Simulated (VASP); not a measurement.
AlH7:

```xyz
8
Lattice="4.4000 0.0000 0.0000 -2.2000 3.8105 0.0000 0.0000 0.0000 3.9500" Properties=species:S:1:pos:R:3 pbc="T T T"
Al    0.0000    0.0000    0.0000
H     0.0000    2.5403    2.3463
H     0.0000    2.5403    1.6037
H     2.2000    1.2702    1.6037
H     2.2000    1.2702    2.3463
H     1.6016    0.0000    0.0000
H     1.3992    2.4235    0.0000
H    -0.8008    1.3870    0.0000
```

```yaml
Program: VASP 6.6.1
Task: relaxation of cell and atoms
Functional: PBE
Potentials_or_basis: VASP PAW PBE potentials, release 64 (Al, H)
Cutoff: 600 eV
k_mesh: 4 × 4 × 4
Occupations: gaussian, width 0.2 eV
Spin: no spin polarisation
```

At the start: pressure 5.0 GPa; volume 8.28 Å³/atom.

Question: Where does the relaxation end?

Answer: Over 15 steps the energy falls by 69.7 meV/atom and the volume is 14.02 Å³/atom (+69.3 %); space group P-62m (No. 189, to 0.1 Å) before and after.

Step by step:
| step | energy change (eV) | largest force (eV/Å) | pressure (GPa) | volume (Å³) |
| --- | --- | --- | --- | --- |
| 1 | 0.0000 | 0.4288 | 4.97 | 66.23 |
| 2 | -0.0355 | 1.3008 | 2.28 | 68.71 |
| 3 | -0.0472 | 0.7785 | 3.13 | 67.85 |
| 4 | -0.1124 | 0.7147 | 2.87 | 69.68 |
| 5 | -0.2743 | 0.4657 | 2.39 | 75.39 |
| 6 | -0.4598 | 0.3145 | 2.30 | 87.63 |
| 7 | -0.2083 | 3.5485 | 4.01 | 115.68 |
| 8 | -0.4384 | 1.6292 | 3.27 | 96.57 |
| 9 | -0.4666 | 1.3355 | 2.88 | 98.45 |
| 10 | -0.5198 | 0.5322 | 1.84 | 104.24 |
| 11 | -0.5036 | 0.7751 | 0.28 | 116.43 |
| 12 | -0.5306 | 0.4774 | 1.14 | 109.17 |
| 13 | -0.5364 | 0.4183 | 1.00 | 109.46 |
| 14 | -0.5494 | 0.2470 | 0.61 | 110.36 |
| 15 | -0.5572 | 0.0724 | -0.13 | 112.15 |

Final structure:
```
Al H
1.0
     5.02485    0.00000    0.00000
    -2.51243    4.35165    0.00000
     0.00000    0.00000    5.12904
Al H
1 7
Direct
  0.00000 0.00000 0.00000
  0.33333 0.66667 0.57327
  0.33333 0.66667 0.42673
  0.66667 0.33333 0.42673
  0.66667 0.33333 0.57327
  0.31778 0.00000 0.00000
  0.68222 0.68222 0.00000
  0.00000 0.31778 0.00000
```

Caveat: the volume moved by over 15 % at a fixed basis, so the end points are rough; the relaxation stopped at a loose force limit of 0.08 eV/Å, so its end isn't a converged minimum.
